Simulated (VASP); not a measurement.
# MgSi4N (F-43m) in VASP: relaxation of cell and atoms with PBE

Aim: the relaxation of cell and atoms of MgSi4N with PBE.

Everything below comes from runs of VASP 6.6.1. Logs are shortened: lines on timing, memory, paths and dates and some standing lists are left out, and cuts for length are marked.

## Step 1: The cell of the first run

Symmetry: F-43m, No. 216, cubic system. Conventional cell: a = 7.070 Å, b = 7.070 Å, c = 7.070 Å, α = 90.00°, β = 90.00°, γ = 90.00°. Mg (site symmetry -43m) has 12 Si at 2.93 Å and 4 N at 3.06 Å within 3.9 Å. Si (site symmetry 3m) has 6 Si at 2.49 to 2.51 Å and 3 N at 2.93 Å and 3 Mg at 2.93 Å within 3.3 Å. Within 3.9 Å of N (site symmetry -43m) lie 12 Si at 2.93 Å and 4 Mg at 3.06 Å.

The cell was generated, and may not be a known phase.

## Step 2: Relaxation of cell and atoms, PBE, collinear spin, ferromagnetic start

Input file INCAR:

```
PREC = Accurate ; ENCUT = 600
EDIFF = 1E-7 ; ISMEAR = 0
SIGMA = 0.1 ; LREAL = F
LASPH = T ; NELM = 150
ALGO = Normal ; ISIF = 3
LWAVE = F ; LCHARG = F
ISPIN = 2 ; MAGMOM = 0 0 0 0 0 0.94
LORBIT = 11 ; GGA = PE
IBRION = 2 ; NSW = 100
EDIFFG = -0.01
```

Input file KPOINTS:

```
Automatic mesh
0
Gamma
  10 10 10
```

Input file POSCAR:

```
MgSi4N
1.0
    0.0000000000      3.5352222029      3.5352222029
    3.5352222029      0.0000000000      3.5352222029
    3.5352222029      3.5352222029      0.0000000000
Mg Si N
1 4 1
Direct
    0.2500000000      0.2500000000      0.2500000000
    0.6256597386      0.1230207841      0.6256597386
    0.6256597386      0.6256597386      0.6256597386
    0.1230207841      0.6256597386      0.6256597386
    0.6256597386      0.6256597386      0.1230207841
    0.0000000000      0.0000000000      0.0000000000
```

Potentials or basis: VASP PAW PBE potentials, release 64 (Mg, Si, N).

Started as:

```console
$ cat potpaw_PBE.64/Mg/POTCAR potpaw_PBE.64/Si/POTCAR potpaw_PBE.64/N/POTCAR > POTCAR
$ mpirun -np 1 vasp_std > vasp.out
```

OUTCAR:

```text
PREC = Accurate
   ENCUT = 600
   EDIFF = 1E-7
   ISMEAR = 0
   LREAL = F
   LASPH = T
   NELM = 150
   ISIF = 3
   ISPIN = 2
   LORBIT = 11
   GGA = PE
   IBRION = 2
   NSW = 100
   EDIFFG = -0.01

 ion  position               nearest neighbor table
   1  0.250  0.250  0.250-   2 2.93   4 2.93   5 2.93   3 2.93   3 2.93   3 2.93   2 2.93   4 2.93
                             5 2.93   2 2.93   4 2.93   5 2.93
   2  0.626  0.123  0.626-   3 2.49   4 2.49   5 2.49   5 2.51   3 2.51   4 2.51   1 2.93   1 2.93
                             1 2.93
   3  0.626  0.626  0.626-   2 2.49   4 2.49   5 2.49   5 2.51   2 2.51   4 2.51   1 2.93   1 2.93
                             1 2.93
   4  0.123  0.626  0.626-   2 2.49   3 2.49   5 2.49   3 2.51   5 2.51   2 2.51   1 2.93   1 2.93
                             1 2.93
   5  0.626  0.626  0.123-   2 2.49   3 2.49   4 2.49   3 2.51   2 2.51   4 2.51   1 2.93   1 2.93
                             1 2.93
   6  0.000  0.000  0.000-

  LATTYP: Found a face centered cubic cell.
 ALAT       =     7.0704444058

  Lattice vectors:

 A1 = (   0.0000000000,   3.5352222029,   3.5352222029)
 A2 = (   3.5352222029,   0.0000000000,   3.5352222029)
 A3 = (   3.5352222029,   3.5352222029,   0.0000000000)

Analysis of symmetry for initial positions (statically):
=====================================================================
 Subroutine PRICEL returns:
 Original cell was already a primitive cell.

 Routine SETGRP: Setting up the symmetry group for a
 face centered cubic supercell.

 Subroutine GETGRP returns: Found 24 space group operations
 (whereof 24 operations were pure point group operations)
 out of a pool of 48 trial point group operations.

The static configuration has the point symmetry T_d .

Analysis of symmetry for dynamics (positions and initial velocities):
=====================================================================
 Subroutine PRICEL returns:
 Original cell was already a primitive cell.

 Routine SETGRP: Setting up the symmetry group for a
 face centered cubic supercell.

 Subroutine GETGRP returns: Found 24 space group operations
 (whereof 24 operations were pure point group operations)
 out of a pool of 48 trial point group operations.

The dynamic configuration has the point symmetry T_d .

Analysis of structural, dynamic, and magnetic symmetry:
=====================================================================
 Subroutine PRICEL returns:
 Original cell was already a primitive cell.

 Routine SETGRP: Setting up the symmetry group for a
 face centered cubic supercell.

 Subroutine GETGRP returns: Found 24 space group operations
 (whereof 24 operations were pure point group operations)
 out of a pool of 48 trial point group operations.

The overall configuration has the point symmetry T_d .

 Subroutine INISYM returns: Found 24 space group operations
 (whereof 24 operations are pure point group operations),
 and found     1 'primitive' translations

----------------------------------------------------------------------------------------

                                     Primitive cell

  volume of cell :      88.3650

  direct lattice vectors                    reciprocal lattice vectors
     0.000000000  3.535222203  3.535222203    -0.141433825  0.141433825  0.141433825
     3.535222203  0.000000000  3.535222203     0.141433825 -0.141433825  0.141433825
     3.535222203  3.535222203  0.000000000     0.141433825  0.141433825 -0.141433825

  length of vectors
     4.999559185  4.999559185  4.999559185     0.244970572  0.244970572  0.244970572

  position of ions in fractional coordinates (direct lattice)
     0.250000000  0.250000000  0.250000000
     0.625659739  0.123020784  0.625659739
     0.625659739  0.625659739  0.625659739
     0.123020784  0.625659739  0.625659739
     0.625659739  0.625659739  0.123020784
     0.000000000  0.000000000  0.000000000

  ion indices of the primitive-cell ions
   primitive index   ion index
                 1           1
                 2           2
                 3           3
                 4           4
                 5           5
                 6           6
[... 53 lines left out ...]
 [... further k-points ...]
   k-points           NKPTS =     47   k-points in BZ     NKDIM =     47   number of bands    NBANDS=     15
   number of dos      NEDOS =    301   number of ions     NIONS =      6
   total plane-waves  NPLWV =  64000
   dimension x,y,z NGX =    40 NGY =   40 NGZ =   40
   dimension x,y,z NGXF=    80 NGYF=   80 NGZF=   80
   ions per type =               1   4   1
   NGX,Y,Z   is equivalent  to a cutoff of  13.30, 13.30, 13.30 a.u.
   NGXF,Y,Z  is equivalent  to a cutoff of  26.60, 26.60, 26.60 a.u.
 SYSTEM =  unknown system
   PREC   = accura    normal or accurate (medium, high low for compatibility)
   ISTART =      0    job   : 0-new  1-cont  2-samecut
   ICHARG =      2    charge: 1-file 2-atom 10-const
   ISPIN  =      2    spin polarized calculation?
   LNONCOLLINEAR =      F non collinear calculations
   LSORBIT =      F    spin-orbit coupling
   LASPH  =      T    aspherical Exc in radial PAW
   ENCUT  =  600.0 eV  44.10 Ry    6.64 a.u.   9.99  9.99  9.99*2*pi/ulx,y,z
   NELM   =    150;   NELMIN=  2; NELMDL= -5     # of ELM steps
   EDIFF  = 0.1E-06   stopping-criterion for ELM
   LREAL  =      F    real-space projection
   EDIFFG = -.1E-01   stopping-criterion for IOM
   NSW    =    100    number of steps for IOM
   IBRION =      2    ionic relax: 0-MD 1-quasi-New 2-CG
   NFREE  =      1    steps in history (QN), initial steepest desc. (CG)
   ISIF   =      3    stress and relaxation
   ISYM   =      2    0-nonsym 1-usesym 2-fastsym
   POTIM  = 0.5000    time-step for ionic-motion
   TEBEG  =    0.0;   TEEND  =   0.0 temperature during run
   PSTRESS=    0.0 pullay stress
   NELECT =      23.0000    total number of electrons
   NUPDOWN=      -1.0000    fix difference up-down
   EMIN   =  10.00;   EMAX   =-10.00  energy-range for DOS
   EFERMI =   0.00;   METHOD = LEGACY
   ISMEAR =     0;   SIGMA  =   0.10  broadening in eV -4-tet -1-fermi 0-gaus
   EFERMI_NEDOS =   21; number of points for ismear=-14 and -15
   IALGO  =     38    algorithm
   IMIX   =      4    mixing-type and parameters
     AMIX     =   0.40;   BMIX     =  1.00
     AMIX_MAG =   1.60;   BMIX_MAG =  1.00
  volume/ion in A,a.u.               =      14.73        99.39
  Fermi-wavevector in a.u.,A,eV,Ry     =   1.045259  1.975254 14.865278  1.092567
  Thomas-Fermi vector in A             =   2.180047
   LORBIT       =     11    0 simple, 1 ext, 2 COOP (PROOUT), +10 PAW based schemes
   GGA     = PE    functional components
   LHFCALC =     F    Hartree Fock is set to
   AEXX    =    0.0000 exact exchange contribution
   IVDW    =     0    specifies the selected vdW correction
   LEPSILON=     F    determine dielectric tensor
   LRPA    =     F    only Hartree local field effects (RPA)
 conjugate gradient relaxation of ions
 spin polarized calculation
 Gauss-broadening in eV      SIGMA  =   0.10
  energy-cutoff  :      600.00
  volume of cell :       88.36
 maximum number of plane-waves:      2964
   NGX = 19   NGY = 19   NGZ = 19

--------------------------------------- Ionic step        1  -------------------------------------------

 number of electron      22.9999999 magnetization       0.4034611

 Free energy of the ion-electron system (eV)
  ---------------------------------------------------
  ext. energy  EPLUGINS =         0.00000000
  ---------------------------------------------------
  free energy    TOTEN  =       -26.10124195 eV

  energy without entropy =      -26.08725624  energy(sigma->0) =      -26.09424909

------------------------ aborting loop because EDIFF is reached ----------------------------------------

  FORCE on cell =-STRESS in cart. coord.  units (eV):
  Direction    XX          YY          ZZ          XY          YZ          ZX
  --------------------------------------------------------------------------------------
  -------------------------------------------------------------------------------------
  Total       -0.4404930     -0.4404930     -0.4404930      0.0000000     -0.0000000     -0.0000000
  in kB       -7.9867377     -7.9867377     -7.9867377      0.0000000     -0.0000000     -0.0000000
  external PRESSURE =      -7.9867377 kB  Pullay stress =       0.0000000 kB
[... 107 lines left out ...]
--------------------------------------- Ionic step        4  -------------------------------------------

 number of electron      22.9999999 magnetization       0.2564373

 Free energy of the ion-electron system (eV)
  ---------------------------------------------------
  ext. energy  EPLUGINS =         0.00000000
  ---------------------------------------------------
  free energy    TOTEN  =       -26.10353557 eV

  energy without entropy =      -26.08885128  energy(sigma->0) =      -26.09619343

 E-fermi :   7.4281     XC(G=0): -10.6096

 val. band max:        7.4204724999   @ k =   0.5000   0.2000   0.1000
 cond. band min:       7.4339886166   @ k =   0.4000   0.3000   0.0000
 fundamental gap:      0.0135161166
 Fermi energy:         7.4281237906

 spin component 1

 k-point     1 :       0.0000    0.0000    0.0000
  band No.  band energies     occupation
      1      -6.7896      1.00000
      2      -3.7582      1.00000
      3       0.2845      1.00000
      4       2.5197      1.00000
      5       2.5197      1.00000
      6       2.5197      1.00000
      7       2.9613      1.00000
      8       2.9613      1.00000
      9       2.9613      1.00000
     10       5.9074      1.00000
     11       5.9074      1.00000
     12       6.0311      1.00000
     13       6.0311      1.00000
     14       6.0311      1.00000
[... 403 lines left out ...]
      4       0.4000      1.00000
      5       0.5053      1.00000
      6       2.2731      1.00000
      7       3.7284      1.00000
      8       5.7044      1.00000
      9       5.7239      1.00000
     10       6.5726      1.00000
     11       7.1458      0.99997
     12       7.2676      0.98842
     13       7.6851      0.00014
     14       8.2442      0.00000
     15      10.1080      0.00000

 [... further k-points ...]

 spin component 2

 k-point     1 :       0.0000    0.0000    0.0000
  band No.  band energies     occupation
      1      -6.6691      1.00000
      2      -3.5072      1.00000
      3       0.2937      1.00000
      4       2.5341      1.00000
      5       2.5341      1.00000
      6       2.5341      1.00000
      7       2.9916      1.00000
      8       2.9916      1.00000
      9       2.9916      1.00000
     10       5.9035      1.00000
     11       5.9035      1.00000
     12       6.2306      1.00000
     13       6.2306      1.00000
     14       6.2306      1.00000
[... 448 lines left out ...]
  FREE ENERGIE OF THE ION-ELECTRON SYSTEM (eV)
  ---------------------------------------------------
  free  energy   TOTEN  =       -26.1035355718 eV

  energy  without entropy=      -26.0888512784  energy(sigma->0) =      -26.09619343

 reached required accuracy - stopping structural energy minimisation

 total charge

# of ion       s       p       d       tot
------------------------------------------
    1        0.151   0.121   0.037   0.309
    2        0.815   0.786   0.000   1.601
    3        0.815   0.786   0.000   1.601
    4        0.815   0.786   0.000   1.601
    5        0.815   0.786   0.000   1.601
    6        1.345   2.010   0.000   3.355
--------------------------------------------------
tot          4.755   5.275   0.037  10.067

 magnetization (x)

# of ion       s       p       d       tot
------------------------------------------
    1       -0.001  -0.001   0.000  -0.001
    2        0.001   0.001   0.000   0.002
    3        0.001   0.001   0.000   0.002
    4        0.001   0.001   0.000   0.002
    5        0.001   0.001   0.000   0.002
    6        0.005   0.178   0.000   0.183
--------------------------------------------------
tot          0.010   0.180   0.000   0.190
```

It took 15 min on 1 thread of Intel Xeon 8259CL, shared host; peak memory 0.38 GiB.

Results:

| Property | Result |
| --- | --- |
| Free energy | -26.1035 eV |
| Relaxed volume | 14.57 Å³/atom |
| Relaxed cell | a = 4.982 Å, b = 4.982 Å, c = 4.982 Å, α = 60.00°, β = 60.00°, γ = 60.00° |
| Space group after relaxing (to 0.1 Å) | F-43m (No. 216) |
| Energy gained by relaxing | 0.4 meV/atom |
| Ionic steps | 4 |
| Pressure after relaxing | 0.0 GPa |
| Largest force after relaxing | 0.006 eV/Å |
| Net moment | 0.26 μB per cell |
| Site moments | Mg -0.00; Si +0.00; N +0.18 μB |
| Valence electrons inside the program's atomic spheres | Mg 0.31; Si 1.60; N 3.35 |

Forces in eV/Å, atoms in the order of the input:
```
Mg   0.000  0.000  0.000
Si  -0.003  0.003 -0.003
Si   0.003  0.003  0.003
Si   0.003 -0.003 -0.003
Si  -0.003 -0.003  0.003
N    0.000  0.000  0.000
```

Step by step:
```tsv
step	energy change (eV)	largest force (eV/Å)	pressure (GPa)	volume (Å³)
1	0.0000	0.0005	-0.80	88.36
2	-0.0023	0.0231	0.02	87.43
3	-0.0023	0.0228	0.00	87.45
4	-0.0023	0.0060	0.01	87.43
```

Final structure:
```yaml
crystal:
  lattice:
    - [0.00000, 3.52276, 3.52276]
    - [3.52276, 0.00000, 3.52276]
    - [3.52276, 3.52276, 0.00000]
  atoms:
    - { symbol: Mg, position: [0.25000, 0.25000, 0.25000] }
    - { symbol: Si, position: [0.62557, 0.12328, 0.62557] }
    - { symbol: Si, position: [0.62557, 0.62557, 0.62557] }
    - { symbol: Si, position: [0.12328, 0.62557, 0.62557] }
    - { symbol: Si, position: [0.62557, 0.62557, 0.12328] }
    - { symbol: N, position: [0.00000, 0.00000, 0.00000] }
```

Caveat: the highest band is partly filled, so the run has too few bands; a moment this small can come from the mesh or the smearing.
